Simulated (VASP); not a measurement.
A run of VASP 6.6.1 is set up as follows.

The input INCAR:

```
ALGO = Fast
EDIFF = 1E-6
ENCUT = 520
GGA = PE
ISIF = 2
ISMEAR = 0
ISPIN = 2
LASPH = T
LCHARG = F
LMAXMIX = 4
LORBIT = 11
LREAL = F
LWAVE = F
MAGMOM = 2.85 0.26
NBANDS = 23
NELM = 150
PREC = Accurate
SIGMA = 0.1
```

Contents of KPOINTS:

```
k-points
0
Gamma
  12 12 12
```

The input POSCAR:

```
YV
1.0
    3.6142622652      0.0000000000      0.0000000000
    0.0000000000      3.6142622652      0.0000000000
    0.0000000000      0.0000000000      3.6142622652
V Y
1 1
Direct
    0.0000000000      0.0000000000      0.0000000000
    0.5000000000      0.5000000000      0.5000000000
```

Potentials or basis: VASP PAW PBE potentials, release 64 (V_sv, Y_sv).

Launch:

```bash
$ cat potpaw_PBE.64/V_sv/POTCAR potpaw_PBE.64/Y_sv/POTCAR > POTCAR
$ mpirun -np 1 vasp_std > vasp.out
```

**Question.** Predict the net moment.

**Answer.** 3.48 μB per cell.

**Question.** What does it give for the pressure?

**Answer.** -0.1 GPa.

**Question.** What does it give for the site moments?

**Answer.** V +2.44; Y +0.36 μB.
